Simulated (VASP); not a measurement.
Write the native input for VASP 6.6.1 that does the following.

* Task: single point
* Functional: PBE
* Potentials or basis: VASP PAW PBE potentials, release 64 (K_sv, Mg, F)
* Cutoff: 520 eV
* k mesh: 6 × 6 × 6
* Occupations: gaussian, width 0.01 eV
* Spin: no spin polarisation
* Dipole correction: no
* Further INCAR settings: ALGO = Normal; EDIFF = 1e-06; NBANDS = 24

The structure of KMgF3 lies in POSCAR:

```
KMgF3
1.0
    3.9711089190      0.0000000000      0.0000000000
    0.0000000000      3.9711089190      0.0000000000
    0.0000000000      0.0000000000      3.9711089190
K Mg F
1 1 3
Direct
    0.0000000000      0.0000000000      0.0000000000
    0.5000000000      0.5000000000      0.5000000000
    0.5000000000      0.5000000000      0.0000000000
    0.5000000000      0.0000000000      0.5000000000
    0.0000000000      0.5000000000      0.5000000000
```

This cell differs from its parent crystal: volume changed by -6%.

One way to write it, as run:

INCAR

```
SYSTEM = KMgF3
PREC = Accurate
ENCUT = 520
EDIFF = 1E-6
ISMEAR = 0
SIGMA = 0.01
LREAL = .False.
LASPH = .True.
NELM = 100
ALGO = Normal
ISIF = 2
LWAVE = .False.
LCHARG = .False.
GGA = PE
NBANDS = 24
```

KPOINTS

```
Automatic mesh
0
Gamma
  6 6 6
  0 0 0
```

Potentials or basis: VASP PAW PBE potentials, release 64 (K_sv, Mg, F).

Launch:

```sh
$ cat potpaw_PBE.64/K_sv/POTCAR potpaw_PBE.64/Mg/POTCAR potpaw_PBE.64/F/POTCAR > POTCAR
$ mpirun -np 1 vasp_std > vasp.out
```

Results of the run:

| Item | Value |
| --- | --- |
| Pressure | 4.3 GPa |
| Band gap on the k mesh | 7.39 eV, indirect (least direct gap 7.71 eV) |

Run time: 14 s on 1 thread of Intel(R) Xeon(R) 6975P-C (Granite Rapids), on a shared host, peak memory 0.18 GiB.
